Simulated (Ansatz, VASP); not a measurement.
**Two plane-wave programs on BaY2**

File INCAR:

```
ALGO = Fast
EDIFF = 1E-6
EDIFFG = -0.04
ENCUT = 600
GGA = PE
IBRION = 2
ISIF = 3
ISMEAR = 0
LASPH = True
LCHARG = False
LREAL = False
LWAVE = False
NELM = 60
NSW = 90
PREC = Accurate
SIGMA = 0.1
```

File KPOINTS:

```
k-points
0
Gamma
  6 4 2
```

The input POSCAR:

```
BaY2
1.0
   -3.7374836507      0.0000000000      0.0000000000
    0.0000000000      0.0000000000     -5.2880146713
    0.0000000000    -11.6647416165      0.0000000000
Ba Y
2 4
Direct
    1.0000000000      0.0000000000      0.0000000000
    0.5000000000      0.5000000000      0.5000000000
    0.0028375950      0.0000000000      0.6785810674
    0.9971624050      0.0000000000      0.3214189326
    0.5028375950      0.5000000000      0.8214189326
    0.4971624050      0.5000000000      0.1785810674
```

Input for Ansatz:

```yaml
crystal:
  lattice:
    - [-3.7374836507, 0.0, 0.0]
    - [0.0, 0.0, -5.2880146713]
    - [0.0, -11.6647416165, 0.0]
  atoms:
    - { symbol: Ba, position: [1.0, 0.0, 0.0] }
    - { symbol: Ba, position: [0.5, 0.5, 0.5] }
    - { symbol: "Y", position: [0.002837595, 0.0, 0.6785810674] }
    - { symbol: "Y", position: [0.997162405, 0.0, 0.3214189326] }
    - { symbol: "Y", position: [0.502837595, 0.5, 0.8214189326] }
    - { symbol: "Y", position: [0.497162405, 0.5, 0.1785810674] }
basis:
  ecutwfc: 420
kpoints:
  mp_grid: { grid: [6, 4, 2] }
hamiltonian:
  xc: pbe
scf:
  occupations: { method: gaussian, width: 0.1 }
  lower_state_search: "off"
output:
  forces: true
  stress: true
  eigenvalues: true
relax:
  adjacent_minimum: "off"
  f_tol: 0.04
  max_steps: 70
  cell: { stress_tol: 0.4 }
```

Alike in both runs: task relaxation of cell and atoms; functional PBE; k mesh 6 × 4 × 2; occupations gaussian, width 0.1 eV; no spin polarisation.

```csv
,VASP,Ansatz
version,VASP 6.6.1,Ansatz 0.2.0
potentials or method,"VASP PAW PBE potentials, release 64 (Ba_sv, Y_sv), cutoff 600 eV","scalar-relativistic, plane waves, PAW"
valence electrons in the cell,64,64
```

Ansatz gave:

```
gap on the k mesh at the Fermi level, each at its own relaxed structure (eV)  : none
relaxed volume (Å³/atom)                                                      : 38.42
relaxed length of the cell vector where the two differ most in proportion (Å) : 5.288
```

Task: Estimate VASP's values.

Result: gap on the k mesh at the Fermi level, each at its own relaxed structure (eV): none; relaxed volume (Å³/atom): 38.72; relaxed length of the cell vector where the two differ most in proportion (Å): 5.155.

A gap of «none» marks a metal or a gap that the smearing closes.

Spin-orbit coupling is off throughout.
